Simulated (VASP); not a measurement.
# Nb (Fd-3m) in VASP: a series of runs

The runs below take Nb through single point, relaxation of cell and atoms, with RPBE.

All numbers are computed with VASP 6.6.1; they aren't measurements. Logs are shortened: lines on timing, memory, paths and dates and some standing lists are left out, and cuts for length are marked.

### 1 The cell of the first run

It takes space group Fd-3m (No. 227, cubic). The conventional cell has a = 6.048 Å, b = 6.048 Å, c = 6.048 Å, α = 90.00°, β = 90.00°, γ = 90.00°. Nb (site symmetry -43m) has 4 Nb at 2.62 Å within 3.5 Å.

### 2 Single point, RPBE (volume scaled by 1.04)

Input file INCAR:

```
PREC     = Accurate       # precision mode
ENCUT    = 520            # plane-wave cutoff, eV
EDIFF    = 1E-6           # SCF threshold, eV
ISMEAR   = -1             # smearing method
SIGMA    = 0.1            # smearing width, eV
LREAL    = F              # projectors in reciprocal space
LASPH    = T              # aspherical terms in the spheres
NELM     = 80             # most SCF steps
ALGO     = Normal         # electronic algorithm
ISIF     = 2              # what is computed and relaxed
LWAVE    = F              # write WAVECAR
LCHARG   = F              # write CHGCAR
GGA      = RP             # functional
NBANDS   = 20             # bands
```

Input file KPOINTS:

```
Automatic mesh
0
Gamma
  10 10 10
```

Input file POSCAR:

```
Nb
1.0
    0.0000000000      3.0237701701      3.0237701701
    3.0237701701      0.0000000000      3.0237701701
    3.0237701701      3.0237701701      0.0000000000
Nb
2
Direct
    0.1250000000      0.1250000000      0.1250000000
    0.8750000000      0.8750000000      0.8750000000
```

Potentials or basis: VASP PAW PBE potentials, release 64 (Nb_sv).

Command:

```
$ cat potpaw_PBE.64/Nb_sv/POTCAR > POTCAR
$ mpirun -np 1 vasp_std > vasp.out
```

OUTCAR:

```text
PREC = Accurate
   ENCUT = 520
   EDIFF = 1E-6
   ISMEAR = -1
   LREAL = F
   LASPH = T
   NELM = 80
   ISIF = 2
   GGA = RP

 ion  position               nearest neighbor table
   1  0.125  0.125  0.125-   2 2.62   2 2.62   2 2.62   2 2.62
   2  0.875  0.875  0.875-   1 2.62   1 2.62   1 2.62   1 2.62

  LATTYP: Found a face centered cubic cell.
 ALAT       =     6.0475403402

  Lattice vectors:

 A1 = (   0.0000000000,   3.0237701701,   3.0237701701)
 A2 = (   3.0237701701,   0.0000000000,   3.0237701701)
 A3 = (   3.0237701701,   3.0237701701,   0.0000000000)

Analysis of symmetry for initial positions (statically):
=====================================================================
 Subroutine PRICEL returns:
 Original cell was already a primitive cell.

 Routine SETGRP: Setting up the symmetry group for a
 face centered cubic supercell.

 Subroutine GETGRP returns: Found 48 space group operations
 (whereof 12 operations were pure point group operations)
 out of a pool of 48 trial point group operations.

The static configuration has the point symmetry D_3d.
 The point group associated with its full space group is O_h .

Analysis of symmetry for dynamics (positions and initial velocities):
=====================================================================
 Subroutine PRICEL returns:
 Original cell was already a primitive cell.

 Routine SETGRP: Setting up the symmetry group for a
 face centered cubic supercell.

 Subroutine GETGRP returns: Found 48 space group operations
 (whereof 12 operations were pure point group operations)
 out of a pool of 48 trial point group operations.

The dynamic configuration has the point symmetry D_3d.
 The point group associated with its full space group is O_h .

 Subroutine INISYM returns: Found 48 space group operations
 (whereof 12 operations are pure point group operations),
 and found     1 'primitive' translations

----------------------------------------------------------------------------------------

                                     Primitive cell

  volume of cell :      55.2938

  direct lattice vectors                    reciprocal lattice vectors
     0.000000000  3.023770170  3.023770170    -0.165356483  0.165356483  0.165356483
     3.023770170  0.000000000  3.023770170     0.165356483 -0.165356483  0.165356483
     3.023770170  3.023770170  0.000000000     0.165356483  0.165356483 -0.165356483

  length of vectors
     4.276256784  4.276256784  4.276256784     0.286405829  0.286405829  0.286405829

  position of ions in fractional coordinates (direct lattice)
     0.125000000  0.125000000  0.125000000
     0.875000000  0.875000000  0.875000000

  ion indices of the primitive-cell ions
   primitive index   ion index
                 1           1
                 2           2

----------------------------------------------------------------------------------------

 KPOINTS: Automatic mesh

Automatic generation of k-mesh.
 Grid dimensions read from file:
 generate k-points for:   10   10   10

 Generating k-lattice:

  Cartesian coordinates                     Fractional coordinates (reciprocal lattice)
    -0.016535648  0.016535648  0.016535648     0.100000000  0.000000000  0.000000000
     0.016535648 -0.016535648  0.016535648     0.000000000  0.100000000  0.000000000
     0.016535648  0.016535648 -0.016535648     0.000000000  0.000000000  0.100000000

  Length of vectors
     0.028640583  0.028640583  0.028640583

  Shift w.r.t. Gamma in fractional coordinates (k-lattice)
     0.000000000  0.000000000  0.000000000

 Subroutine IBZKPT returns following result:
 ===========================================

 Found     47 irreducible k-points:

 Following reciprocal coordinates:
            Coordinates               Weight
  0.000000  0.000000  0.000000      1.000000
  0.100000  0.000000  0.000000      8.000000
  0.200000  0.000000  0.000000      8.000000
  0.300000  0.000000  0.000000      8.000000
  0.400000  0.000000  0.000000      8.000000
  0.500000  0.000000  0.000000      4.000000
[... 16 lines left out ...]
  0.300000  0.300000  0.000000      6.000000
  0.400000  0.300000  0.000000     24.000000
 [... further k-points ...]
   k-points           NKPTS =     47   k-points in BZ     NKDIM =     47   number of bands    NBANDS=     20
   number of dos      NEDOS =    301   number of ions     NIONS =      2
   total plane-waves  NPLWV =  32768
   dimension x,y,z NGX =    32 NGY =   32 NGZ =   32
   dimension x,y,z NGXF=    64 NGYF=   64 NGZF=   64
   ions per type =               2
   NGX,Y,Z   is equivalent  to a cutoff of  12.44, 12.44, 12.44 a.u.
   NGXF,Y,Z  is equivalent  to a cutoff of  24.88, 24.88, 24.88 a.u.
 SYSTEM =  unknown system
   PREC   = accura    normal or accurate (medium, high low for compatibility)
   ISTART =      0    job   : 0-new  1-cont  2-samecut
   ICHARG =      2    charge: 1-file 2-atom 10-const
   ISPIN  =      1    spin polarized calculation?
   LNONCOLLINEAR =      F non collinear calculations
   LSORBIT =      F    spin-orbit coupling
   LASPH  =      T    aspherical Exc in radial PAW
   ENCUT  =  520.0 eV  38.22 Ry    6.18 a.u.   7.95  7.95  7.95*2*pi/ulx,y,z
   NELM   =     80;   NELMIN=  2; NELMDL= -5     # of ELM steps
   EDIFF  = 0.1E-05   stopping-criterion for ELM
   LREAL  =      F    real-space projection
   EDIFFG = 0.1E-04   stopping-criterion for IOM
   NSW    =      0    number of steps for IOM
   IBRION =     -1    ionic relax: 0-MD 1-quasi-New 2-CG
   NFREE  =      0    steps in history (QN), initial steepest desc. (CG)
   ISIF   =      2    stress and relaxation
   ISYM   =      2    0-nonsym 1-usesym 2-fastsym
   POTIM  = 0.5000    time-step for ionic-motion
   TEBEG  =    0.0;   TEEND  =   0.0 temperature during run
   PSTRESS=    0.0 pullay stress
   NELECT =      26.0000    total number of electrons
   NUPDOWN=      -1.0000    fix difference up-down
   EMIN   =  10.00;   EMAX   =-10.00  energy-range for DOS
   EFERMI =   0.00;   METHOD = LEGACY
   ISMEAR =    -1;   SIGMA  =   0.10  broadening in eV -4-tet -1-fermi 0-gaus
   EFERMI_NEDOS =   21; number of points for ismear=-14 and -15
   IALGO  =     38    algorithm
   IMIX   =      4    mixing-type and parameters
     AMIX     =   0.40;   BMIX     =  1.00
     AMIX_MAG =   1.60;   BMIX_MAG =  1.00
  volume/ion in A,a.u.               =      27.65       186.57
  Fermi-wavevector in a.u.,A,eV,Ry     =   1.273035  2.405688 22.049864  1.620619
  Thomas-Fermi vector in A             =   2.405881
   LORBIT       =      0    0 simple, 1 ext, 2 COOP (PROOUT), +10 PAW based schemes
   GGA     = RP    functional components
   LHFCALC =     F    Hartree Fock is set to
   AEXX    =    0.0000 exact exchange contribution
   IVDW    =     0    specifies the selected vdW correction
   LEPSILON=     F    determine dielectric tensor
   LRPA    =     F    only Hartree local field effects (RPA)
 non-spin polarized calculation
  energy-cutoff  :      520.00
  volume of cell :       55.29
 maximum number of plane-waves:      1524
   NGX = 15   NGY = 15   NGZ = 15

 number of electron      25.9999998 magnetization

 Free energy of the ion-electron system (eV)
  ---------------------------------------------------
  ext. energy  EPLUGINS =         0.00000000
  ---------------------------------------------------
  free energy    TOTEN  =       -14.44742126 eV

  energy without entropy =      -14.31573684  energy(sigma->0) =      -14.38157905

 E-fermi :   6.0900     XC(G=0):  -9.9246

 val. band max:        6.0865587179   @ k =  -0.4000   0.2000   0.1000
 cond. band min:       6.0932197277   @ k =   0.5000   0.3000   0.0000
 fundamental gap:      0.0066610099
 Fermi energy:         6.0900320849

 k-point     1 :       0.0000    0.0000    0.0000
  band No.  band energies     occupation
      1     -48.4081      2.00000
      2     -47.8705      2.00000
      3     -24.7612      2.00000
      4     -24.7612      2.00000
      5     -24.7612      2.00000
      6     -23.8228      2.00000
[... 12 lines left out ...]
     19      10.9379      0.00000
     20      16.3694      0.00000

 k-point     2 :       0.1000    0.0000    0.0000
  band No.  band energies     occupation
      1     -48.3986      2.00000
      2     -47.8806      2.00000
      3     -24.7727      2.00000
      4     -24.7727      2.00000
      5     -24.7604      2.00000
      6     -23.8241      2.00000
[... 12 lines left out ...]
     19      10.9128      0.00000
     20      15.7734      0.00000

 k-point     3 :       0.2000    0.0000    0.0000
  band No.  band energies     occupation
      1     -48.3716      2.00000
      2     -47.9090      2.00000
      3     -24.8016      2.00000
      4     -24.8016      2.00000
      5     -24.7589      2.00000
      6     -23.8269      2.00000
[... 12 lines left out ...]
     19      10.8241      0.00000
     20      15.0670      0.00000

 k-point     4 :       0.3000    0.0000    0.0000
  band No.  band energies     occupation
      1     -48.3329      2.00000
      2     -47.9495      2.00000
      3     -24.8351      2.00000
      4     -24.8351      2.00000
      5     -24.7580      2.00000
      6     -23.8291      2.00000
[... 12 lines left out ...]
     19      10.6396      0.00000
     20      13.1795      0.00000

 k-point     5 :       0.4000    0.0000    0.0000
  band No.  band energies     occupation
      1     -48.2942      2.00000
      2     -47.9896      2.00000
      3     -24.8605      2.00000
      4     -24.8605      2.00000
      5     -24.7581      2.00000
      6     -23.8300      2.00000
[... 12 lines left out ...]
     19      10.3586      0.00000
     20      11.5409      0.00000
[... 353 lines left out ...]
      6     -23.9593      2.00000
[... 12 lines left out ...]
     19      11.0322      0.00000
     20      12.0798      0.00000

 k-point    22 :      -0.2000    0.2000    0.0000
  band No.  band energies     occupation
      1     -48.3173      2.00000
      2     -47.9656      2.00000
      3     -24.9148      2.00000
      4     -24.8364      2.00000
      5     -24.6750      2.00000
      6     -23.9096      2.00000
[... 12 lines left out ...]
     19      11.1368      0.00000
     20      13.7074      0.00000

 k-point    23 :       0.3000    0.3000    0.0000
  band No.  band energies     occupation
      1     -48.2997      2.00000
      2     -47.9839      2.00000
      3     -24.9135      2.00000
      4     -24.9135      2.00000
      5     -24.5717      2.00000
      6     -24.0246      2.00000
[... 12 lines left out ...]
     19      11.1177      0.00000
     20      13.7785      0.00000

 k-point    24 :       0.4000    0.3000    0.0000
  band No.  band energies     occupation
      1     -48.2615      2.00000
      2     -48.0232      2.00000
      3     -24.9464      2.00000
      4     -24.9373      2.00000
      5     -24.5150      2.00000
      6     -24.0813      2.00000
[... 12 lines left out ...]
     19      11.0350      0.00000
     20      12.4749      0.00000

 [... further k-points ...]

------------------------ aborting loop because EDIFF is reached ----------------------------------------

  FORCE on cell =-STRESS in cart. coord.  units (eV):
  Direction    XX          YY          ZZ          XY          YZ          ZX
  --------------------------------------------------------------------------------------
  -------------------------------------------------------------------------------------
  Total       -0.7776222     -0.7776222     -0.7776222      0.0000000      0.0000000      0.0000000
  in kB      -22.5321650    -22.5321650    -22.5321650      0.0000000      0.0000000      0.0000000
  external PRESSURE =     -22.5321650 kB  Pullay stress =       0.0000000 kB

 VOLUME and BASIS-vectors are now :
 -----------------------------------------------------------------------------
  energy-cutoff  :      520.00
  volume of cell :       55.29
      direct lattice vectors                 reciprocal lattice vectors
     0.000000000  3.023770170  3.023770170    -0.165356483  0.165356483  0.165356483
     3.023770170  0.000000000  3.023770170     0.165356483 -0.165356483  0.165356483
     3.023770170  3.023770170  0.000000000     0.165356483  0.165356483 -0.165356483

 POSITION                                       TOTAL-FORCE (eV/Angst)
 -----------------------------------------------------------------------------------
      0.75594      0.75594      0.75594         0.000000      0.000000      0.000000
      5.29160      5.29160      5.29160        -0.000000     -0.000000      0.000000
 -----------------------------------------------------------------------------------
    total drift:                                0.000000      0.000000     -0.000000

  FREE ENERGIE OF THE ION-ELECTRON SYSTEM (eV)
  ---------------------------------------------------
  free  energy   TOTEN  =       -14.4474212558 eV

  energy  without entropy=      -14.3157368355  energy(sigma->0) =      -14.38157905
```

It took 33 s on 1 thread of Intel Xeon Platinum 8488C (Sapphire Rapids), shared host; peak memory 0.19 GiB.

What came out:

- Free energy: -14.4474 eV
- Pressure: -2.3 GPa
- Band gap on the k mesh: zero (band 13 reaches 6.54 eV, above the bottom of band 14 at 5.44 eV)

Levels at points of the mesh, in eV from the Fermi level:
| k point | band 9 | band 10 | band 11 | band 12 | band 13 | band 14 | band 15 | band 16 | band 17 | band 18 |
| --- | --- | --- | --- | --- | --- | --- | --- | --- | --- | --- |
| (0.00, 0.00, 0.00) | -4.24 | -1.22 | -1.22 | -0.49 | -0.49 | -0.49 | 1.81 | 1.81 | 1.81 | 4.85 |
| (0.50, 0.00, 0.00) | -1.79 | -1.32 | -1.06 | -1.06 | -0.65 | -0.65 | 0.51 | 2.78 | 2.78 | 4.08 |
| (0.50, 0.50, 0.00) | -2.07 | -2.07 | -0.59 | -0.59 | 0.16 | 0.16 | 1.32 | 1.32 | 4.38 | 4.38 |

Caveat: the PAW data sets were made with another functional, which shifts forces and pressure a little.

### 3 Single point, RPBE (volume scaled by 1.08)

Input file INCAR:

```
PREC = Accurate
ENCUT = 520
EDIFF = 1E-6
ISMEAR = -1
SIGMA = 0.1
LREAL = False
LASPH = True
NELM = 80
ALGO = Normal
ISIF = 2
LWAVE = False
LCHARG = False
GGA = RP
NBANDS = 20
```

KPOINTS is that of step 2.

Input file POSCAR:

```
Nb
1.0
    0.0000000000      3.0620498055      3.0620498055
    3.0620498055      0.0000000000      3.0620498055
    3.0620498055      3.0620498055      0.0000000000
Nb
2
Direct
    0.1250000000      0.1250000000      0.1250000000
    0.8750000000      0.8750000000      0.8750000000
```

Potentials or basis: VASP PAW PBE potentials, release 64 (Nb_sv).

Command:

```
$ cat potpaw_PBE.64/Nb_sv/POTCAR > POTCAR
$ mpirun -np 1 vasp_std > vasp.out
```

OUTCAR:

```text
PREC = Accurate
   ENCUT = 520
   EDIFF = 1E-6
   ISMEAR = -1
   LREAL = False
   LASPH = True
   NELM = 80
   ISIF = 2
   GGA = RP

 ion  position               nearest neighbor table
   1  0.125  0.125  0.125-   2 2.65   2 2.65   2 2.65   2 2.65
   2  0.875  0.875  0.875-   1 2.65   1 2.65   1 2.65   1 2.65

  LATTYP: Found a face centered cubic cell.
 ALAT       =     6.1240996110

  Lattice vectors:

 A1 = (   0.0000000000,   3.0620498055,   3.0620498055)
 A2 = (   3.0620498055,   0.0000000000,   3.0620498055)
 A3 = (   3.0620498055,   3.0620498055,   0.0000000000)

Analysis of symmetry for initial positions (statically):
=====================================================================
 Subroutine PRICEL returns:
 Original cell was already a primitive cell.

 Routine SETGRP: Setting up the symmetry group for a
 face centered cubic supercell.

 Subroutine GETGRP returns: Found 48 space group operations
 (whereof 12 operations were pure point group operations)
 out of a pool of 48 trial point group operations.

The static configuration has the point symmetry D_3d.
[... 152 lines left out ...]
 number of electron      26.0000003 magnetization

 Free energy of the ion-electron system (eV)
  ---------------------------------------------------
  ext. energy  EPLUGINS =         0.00000000
  ---------------------------------------------------
  free energy    TOTEN  =       -14.40646907 eV

  energy without entropy =      -14.26638745  energy(sigma->0) =      -14.33642826

 E-fermi :   5.7266     XC(G=0):  -9.7554

 val. band max:        5.7242932500   @ k =   0.4000   0.3000   0.1000
 cond. band min:       5.7331333082   @ k =   0.4000   0.1000   0.0000
 fundamental gap:      0.0088400582
 Fermi energy:         5.7265781832

 k-point     1 :       0.0000    0.0000    0.0000
  band No.  band energies     occupation
      1     -48.7730      2.00000
      2     -48.3020      2.00000
      3     -25.1006      2.00000
      4     -25.1006      2.00000
      5     -25.1006      2.00000
      6     -24.2489      2.00000
[... 541 lines left out ...]
     19      10.4901      0.00000
     20      11.8845      0.00000

 [... further k-points ...]
[... 5 lines left out ...]
  --------------------------------------------------------------------------------------
  -------------------------------------------------------------------------------------
  Total       -1.4422921     -1.4422921     -1.4422921      0.0000000      0.0000000      0.0000000
  in kB      -40.2436225    -40.2436225    -40.2436225      0.0000000      0.0000000      0.0000000
  external PRESSURE =     -40.2436225 kB  Pullay stress =       0.0000000 kB

 VOLUME and BASIS-vectors are now :
 -----------------------------------------------------------------------------
  energy-cutoff  :      520.00
  volume of cell :       57.42
      direct lattice vectors                 reciprocal lattice vectors
     0.000000000  3.062049806  3.062049806    -0.163289310  0.163289310  0.163289310
     3.062049806  0.000000000  3.062049806     0.163289310 -0.163289310  0.163289310
     3.062049806  3.062049806  0.000000000     0.163289310  0.163289310 -0.163289310

 POSITION                                       TOTAL-FORCE (eV/Angst)
 -----------------------------------------------------------------------------------
      0.76551      0.76551      0.76551        -0.000000     -0.000000     -0.000000
      5.35859      5.35859      5.35859         0.000000      0.000000      0.000000
 -----------------------------------------------------------------------------------
    total drift:                                0.000000      0.000000     -0.000000

  FREE ENERGIE OF THE ION-ELECTRON SYSTEM (eV)
  ---------------------------------------------------
  free  energy   TOTEN  =       -14.4064690679 eV

  energy  without entropy=      -14.2663874503  energy(sigma->0) =      -14.33642826
```

Wall time 29 s (1 thread of Intel Xeon Platinum 8488C (Sapphire Rapids), shared host); peak memory 0.19 GiB.

Results:

```yaml
Free_energy: -14.4065 eV
Pressure: -4.0 GPa
Band_gap_on_the_k_mesh: zero (band 13 reaches 6.15 eV, above the bottom of band 14 at 5.12 eV)
```

Levels at points of the mesh, in eV from the Fermi level:
| k point | band 11 | band 12 | band 13 | band 14 | band 15 | band 16 |
| --- | --- | --- | --- | --- | --- | --- |
| (0.00, 0.00, 0.00) | -1.12 | -0.47 | -0.47 | -0.47 | 1.75 | 1.75 |
| (0.50, 0.00, 0.00) | -0.96 | -0.96 | -0.60 | -0.60 | 0.44 | 2.68 |
| (0.50, 0.50, 0.00) | -0.54 | -0.54 | 0.07 | 0.07 | 1.32 | 1.32 |

Caveat: the PAW data sets were made with another functional, which shifts forces and pressure a little.

[end of part 1 of 2]
